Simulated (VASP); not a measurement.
Here is a VASP 6.6.1 calculation.

Contents of INCAR:

```
SYSTEM = Sb
ALGO = Normal ; EDIFF = 1E-7
ENCUT = 520 ; GGA = PE
ISIF = 2 ; ISMEAR = -1
LASPH = .TRUE. ; LCHARG = .FALSE.
LREAL = .FALSE. ; LWAVE = .FALSE.
NBANDS = 8 ; NELM = 80
PREC = Accurate ; SIGMA = 0.05
```

KPOINTS

```
k-points
0
G
  10 10 10
  0 0 0
```

POSCAR

```
Sb
1.0
    0.0000000000      2.3553276627      2.3553276627
    2.3553276627      0.0000000000      2.3553276627
    2.3553276627      2.3553276627      0.0000000000
Sb
1
Direct
    0.0000000000      0.0000000000      0.0000000000
```

Potentials or basis: VASP PAW PBE potentials, release 64 (Sb).

Command:

```console
$ cat potpaw_PBE.64/Sb/POTCAR > POTCAR
$ mpirun -np 1 vasp_std > vasp.out
```

What does it give for the pressure?

3.1 GPa.
